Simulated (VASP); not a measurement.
# CoPdO2 (R-3m) in VASP: settings compared, part 2 of 4

VASP 6.6.1.

## Step 3: Single point, PBEsol, collinear spin, ferromagnetic start

This run uses another cell than the first one, of 10.58 Å³/atom, 1.020 times its volume.

Input file INCAR:

```
SYSTEM = CoPdO2
PREC = Accurate ; ENCUT = 520
EDIFF = 1E-6 ; ISMEAR = -1
SIGMA = 0.05 ; LREAL = .False.
LASPH = .True. ; NELM = 150
ALGO = Normal ; ISIF = 2
LWAVE = .False. ; LCHARG = .False.
ISPIN = 2 ; MAGMOM = 0 2 0 0
LORBIT = 11 ; LMAXMIX = 4
GGA = PS ; NBANDS = 28
```

Input file KPOINTS:

```
Automatic mesh
0
Gamma
  11 11 11
  0 0 0
```

Input file POSCAR:

```
CoPdO2
1.0
    1.4316899074      0.8265865534      5.9577715763
   -1.4316899074      0.8265865534      5.9577715763
    0.0000000000     -1.6531731068      5.9577715763
Pd Co O
1 1 2
Direct
    0.0000000000      0.0000000000      0.0000000000
    0.5000000000      0.5000000000      0.5000000000
    0.1124760000      0.1124760000      0.1124760000
    0.8875240000      0.8875240000      0.8875240000
```

Potentials or basis: VASP PAW PBE potentials, release 64 (Pd, Co, O).

On the command line:

```sh
$ cat potpaw_PBE.64/Pd/POTCAR potpaw_PBE.64/Co/POTCAR potpaw_PBE.64/O/POTCAR > POTCAR
$ mpirun -np 1 vasp_std > vasp.out
```

OUTCAR:

```text
SYSTEM = CoPdO2
   PREC = Accurate
   ENCUT = 520
   EDIFF = 1E-6
   ISMEAR = -1
   LREAL = .False.
   LASPH = .True.
   NELM = 150
   ISIF = 2
   ISPIN = 2
   LORBIT = 11
   GGA = PS

 ion  position               nearest neighbor table
   1  0.000  0.000  0.000-   3 2.01   4 2.01
   2  0.500  0.500  0.500-   3 1.92   4 1.92   3 1.92   3 1.92   4 1.92   4 1.92
   3  0.112  0.112  0.112-   2 1.92   2 1.92   2 1.92   1 2.01
   4  0.888  0.888  0.888-   2 1.92   2 1.92   2 1.92   1 2.01

  LATTYP: Found a trigonal (rhomboedric) cell.
 ALAT       =     6.1828814865
 COS(alpha) =     0.8927626487

  Lattice vectors:

 A1 = (   1.4316899074,   0.8265865534,   5.9577715763)
 A2 = (  -1.4316899074,   0.8265865534,   5.9577715763)
 A3 = (   0.0000000000,  -1.6531731068,   5.9577715763)

Analysis of symmetry for initial positions (statically):
=====================================================================
 Subroutine PRICEL returns:
 Original cell was already a primitive cell.

 Routine SETGRP: Setting up the symmetry group for a
 trigonal (rhombohedral) supercell.

 Subroutine GETGRP returns: Found 12 space group operations
 (whereof 12 operations were pure point group operations)
 out of a pool of 12 trial point group operations.

The static configuration has the point symmetry D_3d.

Analysis of symmetry for dynamics (positions and initial velocities):
=====================================================================
 Subroutine PRICEL returns:
 Original cell was already a primitive cell.

 Routine SETGRP: Setting up the symmetry group for a
 trigonal (rhombohedral) supercell.

 Subroutine GETGRP returns: Found 12 space group operations
 (whereof 12 operations were pure point group operations)
 out of a pool of 12 trial point group operations.

The dynamic configuration has the point symmetry D_3d.

Analysis of structural, dynamic, and magnetic symmetry:
=====================================================================
 Subroutine PRICEL returns:
 Original cell was already a primitive cell.

 Routine SETGRP: Setting up the symmetry group for a
 trigonal (rhombohedral) supercell.

 Subroutine GETGRP returns: Found 12 space group operations
 (whereof 12 operations were pure point group operations)
 out of a pool of 12 trial point group operations.

The overall configuration has the point symmetry D_3d.

 Subroutine INISYM returns: Found 12 space group operations
 (whereof 12 operations are pure point group operations),
 and found     1 'primitive' translations

----------------------------------------------------------------------------------------

                                     Primitive cell

  volume of cell :      42.3031

  direct lattice vectors                    reciprocal lattice vectors
     1.431689907  0.826586553  5.957771576     0.349237637  0.201632444  0.055949331
    -1.431689907  0.826586553  5.957771576    -0.349237637  0.201632444  0.055949331
     0.000000000 -1.653173107  5.957771576     0.000000000 -0.403264887  0.055949331

  length of vectors
     6.182881487  6.182881487  6.182881487     0.407127618  0.407127618  0.407127618

  position of ions in fractional coordinates (direct lattice)
     0.000000000  0.000000000  0.000000000
     0.500000000  0.500000000  0.500000000
     0.112476000  0.112476000  0.112476000
[... 80 lines left out ...]
   EDIFF  = 0.1E-05   stopping-criterion for ELM
   LREAL  =      F    real-space projection
   EDIFFG = 0.1E-04   stopping-criterion for IOM
   NSW    =      0    number of steps for IOM
   IBRION =     -1    ionic relax: 0-MD 1-quasi-New 2-CG
   NFREE  =      0    steps in history (QN), initial steepest desc. (CG)
   ISIF   =      2    stress and relaxation
   ISYM   =      2    0-nonsym 1-usesym 2-fastsym
   POTIM  = 0.5000    time-step for ionic-motion
   TEBEG  =    0.0;   TEEND  =   0.0 temperature during run
   PSTRESS=    0.0 pullay stress
   NELECT =      31.0000    total number of electrons
   NUPDOWN=      -1.0000    fix difference up-down
   EMIN   =  10.00;   EMAX   =-10.00  energy-range for DOS
   EFERMI =   0.00;   METHOD = LEGACY
   ISMEAR =    -1;   SIGMA  =   0.05  broadening in eV -4-tet -1-fermi 0-gaus
   EFERMI_NEDOS =   21; number of points for ismear=-14 and -15
   IALGO  =     38    algorithm
   IMIX   =      4    mixing-type and parameters
     AMIX     =   0.40;   BMIX     =  1.00
     AMIX_MAG =   1.60;   BMIX_MAG =  1.00
  volume/ion in A,a.u.               =      10.58        71.37
  Fermi-wavevector in a.u.,A,eV,Ry     =   1.475949  2.789139 29.639266  2.178425
  Thomas-Fermi vector in A             =   2.590535
   LORBIT       =     11    0 simple, 1 ext, 2 COOP (PROOUT), +10 PAW based schemes
   GGA     = PS    functional components
   LHFCALC =     F    Hartree Fock is set to
   AEXX    =    0.0000 exact exchange contribution
   IVDW    =     0    specifies the selected vdW correction
   LEPSILON=     F    determine dielectric tensor
   LRPA    =     F    only Hartree local field effects (RPA)
 spin polarized calculation
  energy-cutoff  :      520.00
  volume of cell :       42.30
 maximum number of plane-waves:      1168
 NGX is ok and might be reduce to    48
   NGX = 23   NGY = 23   NGZ = 23

 number of electron      30.9999999 magnetization       0.0018335

 number of electron      30.9999999 magnetization      -0.0001007

 Free energy of the ion-electron system (eV)
  ---------------------------------------------------
  ext. energy  EPLUGINS =         0.00000000
  ---------------------------------------------------
  free energy    TOTEN  =       -27.70754585 eV

  energy without entropy =      -27.70459925  energy(sigma->0) =      -27.70607255

 E-fermi :   7.1909     XC(G=0): -12.5789

 val. band max:        7.0597975897   @ k =  -0.1818   0.1818   0.0000
 cond. band min:       7.3641326508   @ k =   0.4545   0.4545  -0.0000
 fundamental gap:      0.3043350611
 Fermi energy:         7.1909313204

 spin component 1

 k-point     1 :       0.0000    0.0000    0.0000
  band No.  band energies     occupation
      1     -13.4239      1.00000
      2     -11.5721      1.00000
      3      -1.1201      1.00000
      4       1.3249      1.00000
      5       1.3249      1.00000
      6       2.3566      1.00000
[... 709 lines left out ...]
     26      24.9883      0.00000
     27      25.5812      0.00000

 [... further k-points ...]

 spin component 2

 k-point     1 :       0.0000    0.0000    0.0000
  band No.  band energies     occupation
      1     -13.4240      1.00000
      2     -11.5721      1.00000
      3      -1.1202      1.00000
      4       1.3248      1.00000
      5       1.3248      1.00000
      6       2.3565      1.00000
[... 709 lines left out ...]
     26      24.9883      0.00000
     27      25.5812      0.00000

 [... further k-points ...]

 [bands above 27 left out]

------------------------ aborting loop because EDIFF is reached ----------------------------------------

  FORCE on cell =-STRESS in cart. coord.  units (eV):
  Direction    XX          YY          ZZ          XY          YZ          ZX
  --------------------------------------------------------------------------------------
  -------------------------------------------------------------------------------------
  Total       -2.6400909     -2.6400909     -3.2088101      0.0000000     -0.0000000     -0.0000000
  in kB      -99.9901128    -99.9901128   -121.5296367      0.0000000     -0.0000000     -0.0000000
  external PRESSURE =    -107.1699541 kB  Pullay stress =       0.0000000 kB

 VOLUME and BASIS-vectors are now :
 -----------------------------------------------------------------------------
  energy-cutoff  :      520.00
  volume of cell :       42.30
      direct lattice vectors                 reciprocal lattice vectors
     1.431689907  0.826586553  5.957771576     0.349237637  0.201632444  0.055949331
    -1.431689907  0.826586553  5.957771576    -0.349237637  0.201632444  0.055949331
     0.000000000 -1.653173107  5.957771576     0.000000000 -0.403264887  0.055949331

 POSITION                                       TOTAL-FORCE (eV/Angst)
 -----------------------------------------------------------------------------------
      0.00000      0.00000      0.00000         0.000000      0.000000     -0.000000
      0.00000      0.00000      8.93666         0.000000      0.000000      0.000000
      0.00000      0.00000      2.01032         0.000000     -0.000000      0.194568
      0.00000      0.00000     15.86300         0.000000      0.000000     -0.194568
 -----------------------------------------------------------------------------------
    total drift:                                0.000000      0.000000     -0.000000

  FREE ENERGIE OF THE ION-ELECTRON SYSTEM (eV)
  ---------------------------------------------------
  free  energy   TOTEN  =       -27.7075458533 eV

  energy  without entropy=      -27.7045992493  energy(sigma->0) =      -27.70607255

 total charge

# of ion       s       p       d       tot
------------------------------------------
    1        0.459   0.451   8.432   9.342
    2        0.422   0.640   7.314   8.376
    3        1.554   3.405   0.000   4.958
    4        1.554   3.405   0.000   4.958
--------------------------------------------------
tot          3.989   7.900  15.746  27.635

 magnetization (x)

# of ion       s       p       d       tot
------------------------------------------
    1       -0.000  -0.000   0.000  -0.000
    2       -0.000   0.000   0.000   0.000
    3       -0.000  -0.000   0.000  -0.000
    4       -0.000  -0.000   0.000  -0.000
--------------------------------------------------
tot         -0.000  -0.000   0.000   0.000
```

stdout:

```text
POSCAR found type information on POSCAR PdCoO
 POSCAR found :  3 types and       4 ions
 scaLAPACK will be used
 -----------------------------------------------------------------------------
|                                                                             |
|                                                                             |
|     You enforced a specific xc type in the INCAR file but a different       |
|     I HOPE YOU KNOW WHAT YOU ARE DOING!                                     |
|                                                                             |
 -----------------------------------------------------------------------------

 LDA part: xc-table for (Slater+PW92), standard interpolation
 POSCAR, INCAR and KPOINTS ok, starting setup
 FFT: planning ... GRIDC
 FFT: planning ... GRID_SOFT
 FFT: planning ... GRID
 WAVECAR not read
 entering main loop
```

Run time: 8.7 min. Hardware: 1 thread of Intel Xeon 6975P-C (Granite Rapids), shared host; peak memory 0.6 GiB.

What came out:

| Property | Result |
| --- | --- |
| Free energy | -27.7075 eV |
| Pressure | -10.7 GPa |
| Largest force | 0.195 eV/Å |
| Net moment | 0.00 μB per cell |
| Valence electrons inside the program's atomic spheres | Pd 9.34; Co 8.38; O 4.96 |

Forces in eV/Å, atoms in the order of the input:
```
Pd   0.000  0.000  0.000
Co   0.000  0.000  0.000
O    0.000  0.000  0.195
O    0.000  0.000 -0.195
```

Stress tensor (GPa, compression positive):
```
-10.00   0.00   0.00
  0.00 -10.00   0.00
  0.00   0.00 -12.15
```

Caveat: the starting moments collapsed, and a magnetic state may lie lower; the PAW data sets were made with another functional, which shifts forces and pressure a little; semilocal functionals often make such compounds metallic where correlation or magnetic order opens a gap, which also shifts bond lengths. With open d or f shells a metallic result of PBEsol can be an artefact of self-interaction; +U or a hybrid may open a gap.

[end of part 2 of 4]
